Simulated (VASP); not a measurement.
# MnGa3As4 (P1) in VASP: notebook

MnGa3As4 is run at these levels: PBE; tasks: single point.

Everything below comes from runs of VASP 6.6.1. Logs are shortened: lines on timing, memory, paths and dates and some standing lists are left out, and cuts for length are marked.

**1. The cell of the first run**

The typed cell holds 16 atoms: a = 11.320 Å, b = 5.660 Å, c = 5.660 Å, α = 90.00°, β = 90.00°, γ = 90.00°.

**2. Single point, PBE, collinear spin, antiferromagnetic start**

File INCAR:

```
  ALGO = Normal
  EDIFF = 1E-7
  ENCUT = 520
  GGA = PE
  ISIF = 2
  ISMEAR = -1
  ISPIN = 2
  ISYM = 0
  LASPH = T
  LCHARG = T
  LELF = T
  LMAXMIX = 4
  LORBIT = 11
  LREAL = Auto
  LVHAR = T
  LWAVE = F
  MAGMOM = 3.6 -3.6 0 0 0 0 0 0 0 0 0 0 0 0 0 0
  NBANDS = 90
  NELM = 150
  PREC = Accurate
  SIGMA = 0.1
```

File KPOINTS:

```
k-points
0
Gamma
  1 1 1
```

File POSCAR:

```
MnGa3As4
1.0
   11.3200000000      0.0000000000      0.0000000000
    0.0000000000      5.6600000000      0.0000000000
    0.0000000000      0.0000000000      5.6600000000
Mn Ga As
2 6 8
Direct
    0.0001067000      0.0093380000      0.0080409000
    0.5021918000      0.4903018000      0.4991735000
    0.0016570000      0.5030702000      0.4854438000
    0.2501918000      0.0123285000      0.5080789000
    0.2441515000      0.5032460000      0.0002490000
    0.4957531000      0.0021346000      0.9992459000
    0.7478519000      0.9994119000      0.5002890000
    0.7533028000      0.4973794000      0.9934753000
    0.1289719000      0.2468124000      0.2633515000
    0.1261073000      0.7491471000      0.7453624000
    0.3709513000      0.2506224000      0.7472603000
    0.3752600000      0.7538657000      0.2598983000
    0.6261096000      0.2390176000      0.2675485000
    0.6293383000      0.7473862000      0.7476190000
    0.8737004000      0.2429498000      0.7449165000
    0.8727849000      0.7683002000      0.2513953000
```

Potentials or basis: VASP PAW PBE potentials, release 64 (Mn_pv, Ga_d, As).

Command:

```sh
$ cat potpaw_PBE.64/Mn_pv/POTCAR potpaw_PBE.64/Ga_d/POTCAR potpaw_PBE.64/As/POTCAR > POTCAR
$ mpirun -np 1 vasp_gam > vasp.out
```

OUTCAR:

```text
EDIFF = 1E-7
   ENCUT = 520
   GGA = PE
   ISIF = 2
   ISMEAR = -1
   ISPIN = 2
   ISYM = 0
   LASPH = T
   LORBIT = 11
   LREAL = Auto
   NELM = 150
   PREC = Accurate

 ion  position               nearest neighbor table
   1  0.000  0.009  0.008-  16 2.42  15 2.45   9 2.45  10 2.53
   2  0.502  0.490  0.499-  13 2.39  11 2.45  12 2.47  14 2.48
   3  0.002  0.503  0.485-   9 2.40  10 2.47  16 2.48  15 2.53
   4  0.250  0.012  0.508-  11 2.35   9 2.36  10 2.45  12 2.47
   5  0.244  0.503  0.000-  10 2.41   9 2.45  11 2.48  12 2.52
   6  0.496  0.002  0.999-  11 2.45  12 2.45  13 2.51  14 2.53
[... 8 lines left out ...]
  15  0.874  0.243  0.745-   7 2.42   8 2.43   1 2.45   3 2.53
  16  0.873  0.768  0.251-   7 2.39   1 2.42   3 2.48   8 2.51

IMPORTANT INFORMATION: All symmetrisations will be switched off!
NOSYMM: (Re-)initialisation of all symmetry stuff for point group C_1.

----------------------------------------------------------------------------------------

                                     Primitive cell

  volume of cell :     362.6430

  direct lattice vectors                    reciprocal lattice vectors
    11.320000000  0.000000000  0.000000000     0.088339223  0.000000000  0.000000000
     0.000000000  5.660000000  0.000000000     0.000000000  0.176678445  0.000000000
     0.000000000  0.000000000  5.660000000     0.000000000  0.000000000  0.176678445

  length of vectors
    11.320000000  5.660000000  5.660000000     0.088339223  0.176678445  0.176678445

  position of ions in fractional coordinates (direct lattice)
     0.000106700  0.009338000  0.008040900
     0.502191800  0.490301800  0.499173500
     0.001657000  0.503070200  0.485443800
     0.250191800  0.012328500  0.508078900
     0.244151500  0.503246000  0.000249000
     0.495753100  0.002134600  0.999245900
[... 8 lines left out ...]
     0.873700400  0.242949800  0.744916500
     0.872784900  0.768300200  0.251395300

  ion indices of the primitive-cell ions
   primitive index   ion index
                 1           1
                 2           2
                 3           3
                 4           4
                 5           5
                 6           6
[... 8 lines left out ...]
                15          15
                16          16

----------------------------------------------------------------------------------------

 KPOINTS: k-points

Automatic generation of k-mesh.
 Grid dimensions read from file:
 generate k-points for:    1    1    1

 Generating k-lattice:

  Cartesian coordinates                     Fractional coordinates (reciprocal lattice)
     0.088339223  0.000000000  0.000000000     1.000000000  0.000000000  0.000000000
     0.000000000  0.176678445  0.000000000     0.000000000  1.000000000  0.000000000
     0.000000000  0.000000000  0.176678445     0.000000000  0.000000000  1.000000000

  Length of vectors
     0.088339223  0.176678445  0.176678445

  Shift w.r.t. Gamma in fractional coordinates (k-lattice)
     0.000000000  0.000000000  0.000000000

 Subroutine IBZKPT returns following result:
 ===========================================

 Found      1 irreducible k-points:

 Following reciprocal coordinates:
            Coordinates               Weight
  0.000000  0.000000  0.000000      1.000000
   k-points           NKPTS =      1   k-points in BZ     NKDIM =      1   number of bands    NBANDS=     90
   number of dos      NEDOS =    301   number of ions     NIONS =     16
   total plane-waves  NPLWV = 148176
   dimension x,y,z NGX =    84 NGY =   42 NGZ =   42
   dimension x,y,z NGXF=   168 NGYF=   84 NGZF=   84
   ions per type =               2   6   8
   NGX,Y,Z   is equivalent  to a cutoff of  12.34, 12.34, 12.34 a.u.
   NGXF,Y,Z  is equivalent  to a cutoff of  24.67, 24.67, 24.67 a.u.
 SYSTEM =  unknown system
   PREC   = accura    normal or accurate (medium, high low for compatibility)
   ISTART =      0    job   : 0-new  1-cont  2-samecut
   ICHARG =      2    charge: 1-file 2-atom 10-const
   ISPIN  =      2    spin polarized calculation?
   LNONCOLLINEAR =      F non collinear calculations
   LSORBIT =      F    spin-orbit coupling
   LASPH  =      T    aspherical Exc in radial PAW
   ENCUT  =  520.0 eV  38.22 Ry    6.18 a.u.  21.05 10.52 10.52*2*pi/ulx,y,z
   NELM   =    150;   NELMIN=  2; NELMDL= -5     # of ELM steps
   EDIFF  = 0.1E-06   stopping-criterion for ELM
   LREAL  =      T    real-space projection
   EDIFFG = 0.1E-05   stopping-criterion for IOM
   NSW    =      0    number of steps for IOM
   IBRION =     -1    ionic relax: 0-MD 1-quasi-New 2-CG
   NFREE  =      0    steps in history (QN), initial steepest desc. (CG)
   ISIF   =      2    stress and relaxation
   ISYM   =      0    0-nonsym 1-usesym 2-fastsym
   POTIM  = 0.5000    time-step for ionic-motion
   TEBEG  =    0.0;   TEEND  =   0.0 temperature during run
   PSTRESS=    0.0 pullay stress
   NELECT =     144.0000    total number of electrons
   NUPDOWN=      -1.0000    fix difference up-down
   EMIN   =  10.00;   EMAX   =-10.00  energy-range for DOS
   EFERMI =   0.00;   METHOD = LEGACY
   ISMEAR =    -1;   SIGMA  =   0.10  broadening in eV -4-tet -1-fermi 0-gaus
   EFERMI_NEDOS =   21; number of points for ismear=-14 and -15
   IALGO  =     38    algorithm
   IMIX   =      4    mixing-type and parameters
     AMIX     =   0.40;   BMIX     =  1.00
     AMIX_MAG =   1.60;   BMIX_MAG =  1.00
  volume/ion in A,a.u.               =      22.67       152.95
  Fermi-wavevector in a.u.,A,eV,Ry     =   1.203287  2.273883 19.699871  1.447900
  Thomas-Fermi vector in A             =   2.339045
   LORBIT       =     11    0 simple, 1 ext, 2 COOP (PROOUT), +10 PAW based schemes
   GGA     = PE    functional components
   LHFCALC =     F    Hartree Fock is set to
   AEXX    =    0.0000 exact exchange contribution
   IVDW    =     0    specifies the selected vdW correction
   LEPSILON=     F    determine dielectric tensor
   LRPA    =     F    only Hartree local field effects (RPA)
 spin polarized calculation
  energy-cutoff  :      520.00
  volume of cell :      362.64
 maximum number of plane-waves:      4932
   NGX = 43   NGY = 21   NGZ = 21

 number of electron     144.0000045 magnetization       0.8110697

 number of electron     144.0000046 magnetization      -0.9818232

 Free energy of the ion-electron system (eV)
  ---------------------------------------------------
  ext. energy  EPLUGINS =         0.00000000
  ---------------------------------------------------
  free energy    TOTEN  =       -72.36866655 eV

  energy without entropy =      -72.02667755  energy(sigma->0) =      -72.19767205

 E-fermi :   4.1942     XC(G=0):  -9.5513

 val. band max:        4.0256748489   @ k =   0.0000   0.0000   0.0000
 cond. band min:       4.2202522082   @ k =   0.0000   0.0000   0.0000
 fundamental gap:      0.1945773593
 Fermi energy:         4.1942445693

 spin component 1

 k-point     1 :       0.0000    0.0000    0.0000
  band No.  band energies     occupation
      1     -44.8647      1.00000
      2     -44.7245      1.00000
      3     -44.2261      1.00000
      4     -42.4575      1.00000
      5     -42.3992      1.00000
      6     -42.2898      1.00000
[... 76 lines left out ...]
     83       6.3845      0.00000
     84       6.4982      0.00000
 Fermi energy:         4.1942445693

 spin component 2

 k-point     1 :       0.0000    0.0000    0.0000
  band No.  band energies     occupation
      1     -45.3379      1.00000
      2     -45.2223      1.00000
      3     -44.6805      1.00000
      4     -42.7946      1.00000
      5     -42.7455      1.00000
      6     -42.6957      1.00000
[... 76 lines left out ...]
     83       6.2725      0.00000
     84       6.4082      0.00000
 [bands above 84 left out]

------------------------ aborting loop because EDIFF is reached ----------------------------------------

  FORCE on cell =-STRESS in cart. coord.  units (eV):
  Direction    XX          YY          ZZ          XY          YZ          ZX
  --------------------------------------------------------------------------------------
  -------------------------------------------------------------------------------------
  Total      -12.5232373     10.5268219      9.8342798     -1.8836532     -0.7254285      1.3908460
  in kB      -55.3283737     46.5080967     43.4484065     -8.3220867     -3.2049841      6.1448366
  external PRESSURE =      11.5427099 kB  Pullay stress =       0.0000000 kB

 VOLUME and BASIS-vectors are now :
 -----------------------------------------------------------------------------
  energy-cutoff  :      520.00
  volume of cell :      362.64
      direct lattice vectors                 reciprocal lattice vectors
    11.320000000  0.000000000  0.000000000     0.088339223  0.000000000  0.000000000
     0.000000000  5.660000000  0.000000000     0.000000000  0.176678445  0.000000000
     0.000000000  0.000000000  5.660000000     0.000000000  0.000000000  0.176678445

 POSITION                                       TOTAL-FORCE (eV/Angst)
 -----------------------------------------------------------------------------------
      0.00121      0.05285      0.04551         0.118517     -0.269941     -0.308288
      5.68481      2.77511      2.82532        -0.186359      0.402932      0.239605
      0.01876      2.84738      2.74761        -0.399730      0.166222      0.501920
      2.83217      0.06978      2.87573         0.144135     -0.933960     -0.074015
      2.76379      2.84837      0.00141         0.485508      0.010660      0.295584
      5.61193      0.01208      5.65573         0.347436     -0.161078      0.051901
[... 8 lines left out ...]
      9.89029      1.37510      4.21623         1.010096     -0.374951      0.918035
      9.87993      4.34858      1.42290         0.875653      0.153237     -1.290025
 -----------------------------------------------------------------------------------
    total drift:                               -0.004413      0.004250      0.014563

  FREE ENERGIE OF THE ION-ELECTRON SYSTEM (eV)
  ---------------------------------------------------
  free  energy   TOTEN  =       -72.3686665453 eV

  energy  without entropy=      -72.0266775502  energy(sigma->0) =      -72.19767205

 total charge

# of ion       s       p       d       tot
------------------------------------------
    1        0.277   6.189   5.133  11.600
    2        0.284   6.215   5.094  11.593
    3        0.930   0.768   9.975  11.673
    4        0.889   0.850   9.999  11.738
    5        0.892   0.779   9.986  11.656
    6        0.924   0.750   9.974  11.649
[... 8 lines left out ...]
   15        1.207   1.566   0.035   2.808
   16        1.207   1.571   0.037   2.816
--------------------------------------------------
tot         15.634  29.802  70.427 115.863

 magnetization (x)

# of ion       s       p       d       tot
------------------------------------------
    1        0.016   0.009   1.739   1.764
    2       -0.023  -0.034  -2.516  -2.573
    3       -0.008  -0.011  -0.004  -0.023
    4       -0.007  -0.001  -0.000  -0.008
    5       -0.005  -0.002   0.000  -0.007
    6        0.010   0.016   0.004   0.030
[... 8 lines left out ...]
   15       -0.004  -0.057   0.001  -0.060
   16       -0.004  -0.057   0.001  -0.059
--------------------------------------------------
tot         -0.036  -0.023  -0.782  -0.841
```

Run time: 5.8 min. Hardware: 1 thread of Intel Xeon Platinum 8488C (Sapphire Rapids), shared host; peak memory 0.51 GiB.

What came out:

- Free energy: -72.3687 eV
- Pressure: 1.2 GPa
- Largest force: 1.866 eV/Å
- Net moment: -0.98 μB per cell
- Site moments: Mn +1.76, -2.57; Ga -0.02, -0.01, +0.03 (each value once); As -0.05, -0.06, +0.05, +0.06 (each value once) μB
- Valence electrons inside the program's atomic spheres: Mn 11.60, 11.59; Ga 11.67, 11.74, 11.66, 11.65, 11.77, 11.64; As 2.85, 2.81, 2.83, 2.80, 2.82 (each value once)

Forces on the atoms (eV/Å):
```
Mn   0.119 -0.270 -0.308
Mn  -0.186  0.403  0.240
Ga  -0.400  0.166  0.502
Ga   0.144 -0.934 -0.074
Ga   0.486  0.011  0.296
Ga   0.347 -0.161  0.052
Ga   0.169 -0.274  0.482
Ga  -0.152 -0.085  0.598
As  -0.853 -0.469 -1.591
As  -1.002  1.006  0.891
As   0.769  1.009 -0.097
As   0.184 -0.794  0.370
As  -0.625  1.236 -0.522
As  -0.885 -0.622 -0.466
As   1.010 -0.375  0.918
As   0.876  0.153 -1.290
```

Stress tensor (GPa, compression positive):
```
-5.53 -0.83  0.61
-0.83  4.65 -0.32
 0.61 -0.32  4.34
```

Caveat: the k points lie up to 1.11 Å⁻¹ apart; forces of over 1 eV/Å act on the atoms, so gaps and moduli don't describe the material at rest.

**3. Single point, PBE, collinear spin, antiferromagnetic start**

File INCAR:

```
SYSTEM = MnGa3As4
PREC = Accurate ; ENCUT = 520
EDIFF = 1E-6 ; ISMEAR = -1
SIGMA = 0.1 ; LREAL = Auto
LASPH = .TRUE. ; NELM = 150
ALGO = Normal ; ISIF = 2
LWAVE = .FALSE. ; LCHARG = .FALSE.
ISPIN = 2 ; MAGMOM = 3.6 -3.6 0 0 0 0 0 0 0 0 0 0 0 0 0 0
LORBIT = 11 ; LMAXMIX = 4
GGA = PE ; NBANDS = 90
ISYM = 0
```

File KPOINTS:

```
regular mesh
0
G
  1 1 1
  0 0 0
```

POSCAR is that of step 2.

Potentials or basis: VASP PAW PBE potentials, release 64 (Mn_pv, Ga_d, As).

Command:

```sh
$ cat potpaw_PBE.64/Mn_pv/POTCAR potpaw_PBE.64/Ga_d/POTCAR potpaw_PBE.64/As/POTCAR > POTCAR
$ mpirun -np 1 vasp_gam > vasp.out
```

Wall time 6.2 min (1 thread of Intel Xeon Platinum 8488C (Sapphire Rapids), shared host); peak memory 0.51 GiB.

The run converged. Its results:

```yaml
Free_energy: -72.3687 eV
Pressure: 1.1 GPa
Largest_force: 1.878 eV/Å
Net_moment: -1.04 μB per cell
Site_moments: Mn +1.73, -2.59; Ga -0.02, -0.01, +0.03 (each value once); As -0.05, -0.06, +0.05, +0.06 (each value once) μB
Valence_electrons_inside_the_program's_atomic_spheres: Mn 11.60, 11.59; Ga 11.67, 11.74, 11.66, 11.65, 11.77, 11.64; As 2.85, 2.81, 2.83, 2.80, 2.82 (each value once)
```

Forces in eV/Å, atoms in the order of the input:
```
Mn   0.119 -0.272 -0.307
Mn  -0.186  0.402  0.240
Ga  -0.400  0.165  0.502
Ga   0.147 -0.934 -0.074
Ga   0.487  0.010  0.296
Ga   0.347 -0.161  0.052
Ga   0.165 -0.275  0.483
Ga  -0.153 -0.086  0.599
As  -0.862 -0.473 -1.600
As  -1.011  1.011  0.899
As   0.766  1.002 -0.093
As   0.183 -0.786  0.367
As  -0.623  1.229 -0.526
As  -0.882 -0.614 -0.464
As   1.018 -0.376  0.924
As   0.885  0.158 -1.298
```

Stress tensor (GPa, compression positive):
```
-5.60 -0.83  0.61
-0.83  4.61 -0.32
 0.61 -0.32  4.29
```

Levels at points of the mesh, in eV from the Fermi level:
Spin up:
```tsv
k point	band 69	band 70	band 71	band 72	band 73	band 74
(0.00, 0.00, 0.00)	-1.43	-1.28	-0.17	0.03	0.16	0.32
```
Spin down:
```csv
k point,band 68,band 69,band 70,band 71,band 72,band 73,band 74,band 75,band 76,band 77
"(0.00, 0.00, 0.00)",-1.71,-1.59,-1.46,-0.39,-0.27,0.03,0.20,0.30,0.72,0.75
```

Caveat: the k points lie up to 1.11 Å⁻¹ apart; forces of over 1 eV/Å act on the atoms, so gaps and moduli don't describe the material at rest.
